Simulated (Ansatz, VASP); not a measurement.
**Ge in VASP and in Ansatz**

The input POSCAR:

```
Ge
1.0
    0.0766219577      2.8283892642      2.8283892642
    2.8283892642      0.0766219577      2.8283892642
    2.8283892642      2.8283892642      0.0766219577
Ge
2
Direct
    0.0017094592      0.0017094592      0.0017094592
    0.2482905408      0.2482905408      0.2482905408
```

Contents of INCAR.step1:

```
SYSTEM = Ge
  PREC = Accurate
  ENCUT = 520
  ISMEAR = -1
  SIGMA = 0.02
  LREAL = .False.
  LASPH = .True.
  NELM = 100
  NBANDS = 21
  GGA = PE
  ALGO = Normal
  EDIFF = 1E-4
  LWAVE = .True.
  LCHARG = .False.
```

File INCAR.step2:

```
SYSTEM = Ge
  PREC = Accurate
  ENCUT = 520
  EDIFF = 1E-7
  ISMEAR = -1
  SIGMA = 0.02
  LREAL = .False.
  LASPH = .True.
  NELM = 100
  ALGO = Normal
  ISIF = 2
  LWAVE = .False.
  LCHARG = .False.
  METAGGA = R2SCAN
  LMIXTAU = .True.
  NBANDS = 21
  ISTART = 1
```

File KPOINTS:

```
regular mesh
0
Gamma
  8 8 8
  0 0 0
```

Input for Ansatz:

```yaml
crystal:
  lattice:
    - [0.0766219577, 2.8283892642, 2.8283892642]
    - [2.8283892642, 0.0766219577, 2.8283892642]
    - [2.8283892642, 2.8283892642, 0.0766219577]
  atoms:
    - { symbol: Ge, position: [0.0017094592, 0.0017094592, 0.0017094592] }
    - { symbol: Ge, position: [0.2482905408, 0.2482905408, 0.2482905408] }
kpoints:
  mp_grid: { grid: [8, 8, 8] }
  band_path:
    path:
      - [0.0, 0.0, 0.0]
      - [0.5, 0.0, 0.5]
      - [0.625, 0.25, 0.625]
      - [0.375, 0.375, 0.75]
      - [0.5, 0.5, 0.5]
      - [0.5, 0.25, 0.75]
      - [0.0, 0.0, 0.5]
    npoints: 1
hamiltonian:
  xc: r2scan
scf:
  occupations: { method: fermi_dirac, width: 0.02 }
  n_extra_bands: 4
output:
  forces: true
  stress: true
  eigenvalues: true
  write_density: true
  write_potential: true
  elf: true
  volumetric_format: npy
```

Change from the starting cell: epitaxial_111 strain -3.0%.

Alike in both runs: task single point; functional r2SCAN; k mesh 8 × 8 × 8; occupations fermi-dirac, width 0.02 eV; no spin polarisation.

```csv
,VASP,Ansatz
version,VASP 6.6.1,Ansatz 0.2.0
potentials or method,"VASP PAW PBE potentials, release 64 (Ge_d)","plane waves, PAW"
plane-wave cutoff (eV),520,500
valence electrons in the cell,28,28
```

Ansatz gave:

| Quantity | Value |
| --- | --- |
| pressure (GPa) | 4.1 |
| traceless stress, the component that is largest in VASP (GPa) | -2.05 |
| rms of the force components (eV/Å) | 0.004 |

Q: Estimate VASP's values.

A: Pressure (GPa): 4.2; traceless stress, the component that is largest in VASP (GPa): -2.06; rms of the force components (eV/Å): 0.005.

VASP's potentials were made for PBE, not for r2SCAN. Atom by atom the forces differ by 0.001 eV/Å (rms over components).
